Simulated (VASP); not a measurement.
Wanted: the native input for a VASP 6.6.1 run.

```
Task                   : single point
Functional             : PBE
Potentials or basis    : VASP PAW PBE potentials, release 64 (Al, N)
Cutoff                 : 520 eV
k mesh                 : 9 × 9 × 6
Occupations            : gaussian, width 0.05 eV
Spin                   : no spin polarisation
Dipole correction      : no
Further INCAR settings : ALGO = Normal; EDIFF = 1e-07; NBANDS = 16
```

The structure of AlN lies in POSCAR:

```
AlN
1.0
    3.1558670606      0.0000000000      0.0000000000
   -1.5779335303      2.7330610455      0.0000000000
    0.0000000000      0.0000000000      5.0585970347
Al N
2 2
Direct
    0.3145786745      0.6666666667      0.0017290859
    0.6854213255      0.3333333333      0.5017290859
    0.3499209514      0.6666666667      0.3832709141
    0.6500790486      0.3333333333      0.8832709141
```

This cell differs from its parent crystal: atoms displaced along a vibrational mode, the cell strained.

These files were run (other wordings do the same):

INCAR

```
SYSTEM = AlN
PREC = Accurate
ENCUT = 520
EDIFF = 1E-7
ISMEAR = 0
SIGMA = 0.05
LREAL = .FALSE.
LASPH = .TRUE.
NELM = 80
ALGO = Normal
ISIF = 2
LWAVE = .FALSE.
LCHARG = .TRUE.
GGA = PE
LELF = .TRUE.
LVHAR = .TRUE.
NBANDS = 16
```

KPOINTS

```
regular mesh
0
G
  9 9 6
  0 0 0
```

Potentials or basis: VASP PAW PBE potentials, release 64 (Al, N).

Launch:

```bash
$ cat potpaw_PBE.64/Al/POTCAR potpaw_PBE.64/N/POTCAR > POTCAR
$ mpirun -np 1 vasp_std > vasp.out
```

It gave:

```yaml
Pressure: -4.8 GPa
Largest_force: 0.325 eV/Å
Band_gap_on_the_k_mesh: 3.79 eV
```

Caveat: the cell differs from its parent crystal (atoms displaced along a vibrational mode, the cell strained); the cell stands under tension.

It took 2.6 min on 1 thread of Intel Xeon 8259CL, with other jobs on the host, peak memory 0.22 GiB.
